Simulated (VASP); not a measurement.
# W (P6_3/mmc) in VASP: single point with LDA

Aim: the single point of W with LDA.

All numbers are computed with VASP 6.6.1; they aren't measurements. Logs are shortened: lines on timing, memory, paths and dates and some standing lists are left out, and cuts for length are marked.

## 1. The cell of the first run

It takes space group P6_3/mmc (No. 194, hexagonal). Conventional cell: a = 2.741 Å, b = 2.741 Å, c = 4.845 Å, α = 90.00°, β = 90.00°, γ = 120.00°. W (site symmetry -6m2) has 12 W at 2.74 to 2.89 Å within 3.6 Å.

This isn't the form of W at room conditions, which is bcc.

## 2. Single point, LDA, non-collinear spin, zero start, spin-orbit coupling

INCAR

```
ALGO = Normal
EDIFF = 1E-7
ENCUT = 520
GGA_COMPAT = False
ISIF = 2
ISMEAR = -1
LASPH = True
LCHARG = True
LMAXMIX = 4
LORBIT = 11
LORBMOM = True
LREAL = False
LSORBIT = True
LVHAR = True
LWAVE = False
MAGMOM = 0 0 0 0 0 0
NBANDS = 40
NELM = 150
PREC = Accurate
SIGMA = 0.05
```

KPOINTS

```
k-points
0
Gamma
  17 17 9
```

POSCAR

```
W
1.0
    2.7410321072      0.0000000000      0.0000000000
   -1.3705160536      2.3738034374      0.0000000000
    0.0000000000      0.0000000000      4.8448783914
W
2
Direct
    0.3333333333      0.6666666667      0.2500000000
    0.6666666667      0.3333333333      0.7500000000
```

Potentials or basis: VASP PAW LDA potentials, release 64 (W_sv).

Command:

```
cat potpaw_LDA.64/W_sv/POTCAR > POTCAR
mpirun -np 1 vasp_ncl > vasp.out
```

OUTCAR:

```text
EDIFF = 1E-7
   ENCUT = 520
   ISIF = 2
   ISMEAR = -1
   LASPH = True
   LORBIT = 11
   LREAL = False
   LSORBIT = True
   NELM = 150
   PREC = Accurate

 ion  position               nearest neighbor table
   1  0.333  0.667  0.250-   2 2.89   2 2.89   2 2.89   2 2.89   2 2.89   2 2.89
   2  0.667  0.333  0.750-   1 2.89   1 2.89   1 2.89   1 2.89   1 2.89   1 2.89

  LATTYP: Found a hexagonal cell.
 ALAT       =     2.7410321072
 C/A-ratio  =     1.7675379937

  Lattice vectors:

 A1 = (   2.7410321072,   0.0000000000,   0.0000000000)
 A2 = (  -1.3705160536,   2.3738034374,   0.0000000000)
 A3 = (   0.0000000000,   0.0000000000,   4.8448783914)

Analysis of symmetry for initial positions (statically):
=====================================================================
 Subroutine PRICEL returns:
 Original cell was already a primitive cell.

 Routine SETGRP: Setting up the symmetry group for a
 hexagonal supercell.

 Subroutine GETGRP returns: Found 24 space group operations
 (whereof 12 operations were pure point group operations)
 out of a pool of 24 trial point group operations.

The static configuration has the point symmetry D_3d.
 The point group associated with its full space group is D_6h.

Analysis of symmetry for dynamics (positions and initial velocities):
=====================================================================
 Subroutine PRICEL returns:
 Original cell was already a primitive cell.

 Routine SETGRP: Setting up the symmetry group for a
 hexagonal supercell.

 Subroutine GETGRP returns: Found 24 space group operations
 (whereof 12 operations were pure point group operations)
 out of a pool of 24 trial point group operations.

The dynamic configuration has the point symmetry D_3d.
 The point group associated with its full space group is D_6h.

Analysis of structural, dynamic, and magnetic symmetry:
=====================================================================
 Subroutine PRICEL returns:
 Original cell was already a primitive cell.

 Routine SETGRP: Setting up the symmetry group for a
 hexagonal supercell.

 Subroutine GETGRP returns: Found 24 space group operations
 (whereof 12 operations were pure point group operations)
 out of a pool of 24 trial point group operations.

The overall configuration has the point symmetry D_3d.
 The point group associated with its full space group is D_6h.

 Subroutine INISYM returns: Found 24 space group operations
 (whereof 12 operations are pure point group operations),
 and found     1 'primitive' translations

----------------------------------------------------------------------------------------

                                     Primitive cell

  volume of cell :      31.5240

  direct lattice vectors                    reciprocal lattice vectors
     2.741032107  0.000000000  0.000000000     0.364826080  0.210632436  0.000000000
    -1.370516054  2.373803437  0.000000000     0.000000000  0.421264871  0.000000000
     0.000000000  0.000000000  4.844878391     0.000000000  0.000000000  0.206403530

  length of vectors
     2.741032107  2.741032107  4.844878391     0.421264871  0.421264871  0.206403530

  position of ions in fractional coordinates (direct lattice)
     0.333333333  0.666666667  0.250000000
     0.666666667  0.333333333  0.750000000

  ion indices of the primitive-cell ions
   primitive index   ion index
                 1           1
                 2           2

----------------------------------------------------------------------------------------

 KPOINTS: k-points

Automatic generation of k-mesh.
 Grid dimensions read from file:
 generate k-points for:   17   17    9

 Generating k-lattice:

  Cartesian coordinates                     Fractional coordinates (reciprocal lattice)
     0.021460358  0.012390143  0.000000000     0.058823529  0.000000000  0.000000000
     0.000000000  0.024780287  0.000000000     0.000000000  0.058823529  0.000000000
     0.000000000  0.000000000  0.022933726     0.000000000  0.000000000  0.111111111

  Length of vectors
     0.024780287  0.024780287  0.022933726

  Shift w.r.t. Gamma in fractional coordinates (k-lattice)
     0.000000000  0.000000000  0.000000000

 Subroutine IBZKPT returns following result:
 ===========================================

 Found    165 irreducible k-points:

 Following reciprocal coordinates:
            Coordinates               Weight
  0.000000  0.000000  0.000000      1.000000
  0.058824 -0.000000  0.000000      6.000000
  0.117647  0.000000  0.000000      6.000000
  0.176471  0.000000  0.000000      6.000000
  0.235294  0.000000  0.000000      6.000000
  0.294118  0.000000  0.000000      6.000000
[... 16 lines left out ...]
  0.411765  0.117647  0.000000     12.000000
  0.176471  0.176471  0.000000      6.000000
 [... further k-points ...]
[... 27 lines left out ...]
   TEBEG  =    0.0;   TEEND  =   0.0 temperature during run
   PSTRESS=    0.0 pullay stress
   NELECT =      28.0000    total number of electrons
   NUPDOWN=      -1.0000    fix difference up-down
   EMIN   =  10.00;   EMAX   =-10.00  energy-range for DOS
   EFERMI =   0.00;   METHOD = LEGACY
   ISMEAR =    -1;   SIGMA  =   0.05  broadening in eV -4-tet -1-fermi 0-gaus
   EFERMI_NEDOS =   21; number of points for ismear=-14 and -15
   IALGO  =     38    algorithm
   IMIX   =      4    mixing-type and parameters
     AMIX     =   0.40;   BMIX     =  1.00
     AMIX_MAG =   1.60;   BMIX_MAG =  1.00
  volume/ion in A,a.u.               =      15.76       106.37
  Fermi-wavevector in a.u.,A,eV,Ry     =   1.573670  2.973805 33.693963  2.476436
  Thomas-Fermi vector in A             =   2.674919
   LORBIT       =     11    0 simple, 1 ext, 2 COOP (PROOUT), +10 PAW based schemes
   GGA     = CA    functional components
   LHFCALC =     F    Hartree Fock is set to
   AEXX    =    0.0000 exact exchange contribution
   IVDW    =     0    specifies the selected vdW correction
   LEPSILON=     F    determine dielectric tensor
   LRPA    =     F    only Hartree local field effects (RPA)
  energy-cutoff  :      520.00
  volume of cell :       31.52
 maximum number of plane-waves:      1720
   NGX = 11   NGY = 11   NGZ = 19

 number of electron      28.0000000 magnetization       0.0000000      0.0000000      0.0000000

 number of electron      28.0000001 magnetization       0.0000000      0.0000000     -0.0000000

 number of electron      28.0000001 magnetization      -0.0000000     -0.0000000     -0.0000000

 number of electron      28.0000001 magnetization       0.0000000     -0.0000000     -0.0000000

 Free energy of the ion-electron system (eV)
  ---------------------------------------------------
  ext. energy  EPLUGINS =         0.00000000
  ---------------------------------------------------
  free energy    TOTEN  =       -28.93457056 eV

  energy without entropy =      -28.91789209  energy(sigma->0) =      -28.92623133

 E-fermi :  11.0641     XC(G=0): -13.8419

 val. band max:       11.0609727011   @ k =   0.2353   0.1765   0.3333
 cond. band min:      11.0650552564   @ k =   0.4118   0.1765   0.0000
 fundamental gap:      0.0040825553
 Fermi energy:        11.0641452423

 k-point     1 :       0.0000    0.0000    0.0000
  band No.  band energies     occupation
      1     -62.2412      1.00000
      2     -62.2412      1.00000
      3     -62.1488      1.00000
      4     -62.1488      1.00000
      5     -32.4596      1.00000
      6     -32.4596      1.00000
[... 1021 lines left out ...]
     39      19.7159      0.00000
     40      19.7159      0.00000

 [... further k-points ...]

------------------------ aborting loop because EDIFF is reached ----------------------------------------

  FORCE on cell =-STRESS in cart. coord.  units (eV):
  Direction    XX          YY          ZZ          XY          YZ          ZX
  --------------------------------------------------------------------------------------
  -------------------------------------------------------------------------------------
  Total        0.4507293      0.4507293      0.3145734     -0.0000000      0.0000000     -0.0000000
  in kB       22.9078655     22.9078655     15.9878774     -0.0000000      0.0000000     -0.0000000
  external PRESSURE =      20.6012028 kB  Pullay stress =       0.0000000 kB

 VOLUME and BASIS-vectors are now :
 -----------------------------------------------------------------------------
  energy-cutoff  :      520.00
  volume of cell :       31.52
      direct lattice vectors                 reciprocal lattice vectors
     2.741032107  0.000000000  0.000000000     0.364826080  0.210632436  0.000000000
    -1.370516054  2.373803437  0.000000000     0.000000000  0.421264871  0.000000000
     0.000000000  0.000000000  4.844878391     0.000000000  0.000000000  0.206403530

 POSITION                                       TOTAL-FORCE (eV/Angst)
 -----------------------------------------------------------------------------------
     -0.00000      1.58254      1.21122        -0.000000      0.000000      0.000000
      1.37052      0.79127      3.63366         0.000000     -0.000000     -0.000000
 -----------------------------------------------------------------------------------
    total drift:                               -0.000000     -0.000000      0.000000

  FREE ENERGIE OF THE ION-ELECTRON SYSTEM (eV)
  ---------------------------------------------------
  free  energy   TOTEN  =       -28.9345705645 eV

  energy  without entropy=      -28.9178920941  energy(sigma->0) =      -28.92623133

 orbital moment (x)

 # of ion     p       d       tot
 ----------------------------------------
  1        -0.000   0.000   0.000
  2        -0.000  -0.000  -0.000
 ----------------------------------------
           -0.000   0.000   0.000

 orbital moment (y)

 # of ion     p       d       tot
 ----------------------------------------
  1        -0.000   0.000   0.000
  2        -0.000   0.000   0.000
 ----------------------------------------
           -0.000   0.000   0.000

 orbital moment (z)

 # of ion     p       d       tot
 ----------------------------------------
  1        -0.000   0.000  -0.000
  2        -0.000   0.000  -0.000
 ----------------------------------------
           -0.000   0.000  -0.000

 Spin-Orbit-Coupling matrix elements

 Ion:    1  E_soc:     -1.7192572
 l=   1
     0.0000000    -0.2358440    -0.2365911
    -0.2358440     0.0000000    -0.2358440
    -0.2365911    -0.2358440     0.0000000
 l=   2
     0.0000000    -0.0092364     0.0000000    -0.0092364    -0.0435385
    -0.0092364     0.0000000    -0.0310443    -0.0087768    -0.0092364
     0.0000000    -0.0310443     0.0000000    -0.0310443     0.0000000
    -0.0092364    -0.0087768    -0.0310443     0.0000000    -0.0092364
    -0.0435385    -0.0092364     0.0000000    -0.0092364     0.0000000
 l=   3
     0.0000000     0.0000000     0.0000000     0.0000000     0.0000000     0.0000000     0.0000000
     0.0000000     0.0000000     0.0000000     0.0000000     0.0000000     0.0000000     0.0000000
     0.0000000     0.0000000     0.0000000     0.0000000     0.0000000     0.0000000     0.0000000
     0.0000000     0.0000000     0.0000000     0.0000000     0.0000000     0.0000000     0.0000000
     0.0000000     0.0000000     0.0000000     0.0000000     0.0000000     0.0000000     0.0000000
     0.0000000     0.0000000     0.0000000     0.0000000     0.0000000     0.0000000     0.0000000
     0.0000000     0.0000000     0.0000000     0.0000000     0.0000000     0.0000000     0.0000000

 Ion:    2  E_soc:     -1.7192572
 l=   1
     0.0000000    -0.2358440    -0.2365911
    -0.2358440     0.0000000    -0.2358440
    -0.2365911    -0.2358440     0.0000000
 l=   2
     0.0000000    -0.0092364     0.0000000    -0.0092364    -0.0435385
    -0.0092364     0.0000000    -0.0310443    -0.0087768    -0.0092364
     0.0000000    -0.0310443     0.0000000    -0.0310443     0.0000000
    -0.0092364    -0.0087768    -0.0310443     0.0000000    -0.0092364
    -0.0435385    -0.0092364     0.0000000    -0.0092364     0.0000000
 l=   3
     0.0000000     0.0000000     0.0000000     0.0000000     0.0000000     0.0000000     0.0000000
     0.0000000     0.0000000     0.0000000     0.0000000     0.0000000     0.0000000     0.0000000
     0.0000000     0.0000000     0.0000000     0.0000000     0.0000000     0.0000000     0.0000000
     0.0000000     0.0000000     0.0000000     0.0000000     0.0000000     0.0000000     0.0000000
     0.0000000     0.0000000     0.0000000     0.0000000     0.0000000     0.0000000     0.0000000
     0.0000000     0.0000000     0.0000000     0.0000000     0.0000000     0.0000000     0.0000000
     0.0000000     0.0000000     0.0000000     0.0000000     0.0000000     0.0000000     0.0000000

 total charge

# of ion       s       p       d       tot
------------------------------------------
    1        2.421   6.325   3.436  12.181
    2        2.421   6.325   3.436  12.181
--------------------------------------------------
tot          4.841  12.649   6.871  24.362

 magnetization (x)

# of ion       s       p       d       tot
------------------------------------------
    1        0.000  -0.000  -0.000  -0.000
    2        0.000   0.000   0.000   0.000
--------------------------------------------------
tot          0.000  -0.000  -0.000  -0.000

 magnetization (y)

# of ion       s       p       d       tot
------------------------------------------
    1       -0.000   0.000  -0.000  -0.000
    2       -0.000   0.000  -0.000  -0.000
--------------------------------------------------
tot         -0.000   0.000  -0.000  -0.000

 magnetization (z)

# of ion       s       p       d       tot
------------------------------------------
    1        0.000   0.000   0.000   0.000
    2        0.000   0.000   0.000   0.000
--------------------------------------------------
tot          0.000   0.000   0.000   0.000
```

It took 2.1 min on 1 thread of Intel Xeon 6975P-C (Granite Rapids), shared host; peak memory 0.37 GiB.

What came out:

- Free energy: -28.9346 eV
- Pressure: 2.1 GPa
- Net moment: 0.00 μB per cell
- Valence electrons inside the program's atomic spheres: W 12.18

Moments on the atoms (μB; x, y, z):
```
W   0.00 0.00 0.00
W   0.00 0.00 0.00
```
